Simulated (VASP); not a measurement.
Write the native input for VASP 6.6.1 that does the following.

* Task: single point
* Functional: LDA
* Potentials or basis: VASP PAW LDA potentials, release 64 (Sn_d, O)
* Cutoff: 600 eV
* k mesh: 6 × 6 × 8
* Occupations: gaussian, width 0.05 eV
* Spin: no spin polarisation
* Dipole correction: no
* Further INCAR settings: ALGO = Normal; EDIFF = 1e-06; NBANDS = 35

The structure of SnO2 lies in POSCAR:

```
SnO2
1.0
    4.7924604755      0.0000000000      0.0000000000
    0.0000000000      4.7929689394      0.0000000000
    0.0000000000      0.0000000000      3.2376852524
Sn O
2 4
Direct
    0.5000000000      0.5000000000      0.5000000000
    0.0000000000      0.0000000000      0.0000000000
    0.3059920358      0.2715746941      0.0000000000
    0.8059920358      0.2284253059      0.5000000000
    0.1940079642      0.7715746941      0.5000000000
    0.6940079642      0.7284253059      0.0000000000
```

These files were run (other wordings do the same):

INCAR

```
PREC = Accurate
ENCUT = 600
EDIFF = 1E-6
ISMEAR = 0
SIGMA = 0.05
LREAL = False
LASPH = True
NELM = 120
ALGO = Normal
ISIF = 2
LWAVE = False
LCHARG = False
NBANDS = 35
GGA_COMPAT = False
```

KPOINTS

```
regular mesh
0
Gamma
  6 6 8
```

Potentials or basis: VASP PAW LDA potentials, release 64 (Sn_d, O).

The run is started by

```bash
$ cat potpaw_LDA.64/Sn_d/POTCAR potpaw_LDA.64/O/POTCAR > POTCAR
$ mpirun -np 1 vasp_std > vasp.out
```

It gave:

| Quantity | Value |
| --- | --- |
| Pressure | -7.7 GPa |
| Largest force | 2.291 eV/Å |
| Band gap on the k mesh | 0.66 eV, indirect (least direct gap 0.71 eV) |

Caveat: spin-orbit coupling is left out, which moves the levels of the heavy elements; forces of over 1 eV/Å act on the atoms, so gaps and moduli don't describe the material at rest.

Wall time 7.2 min on 1 thread of Intel Xeon 8259CL (shared host), peak memory 0.31 GiB.
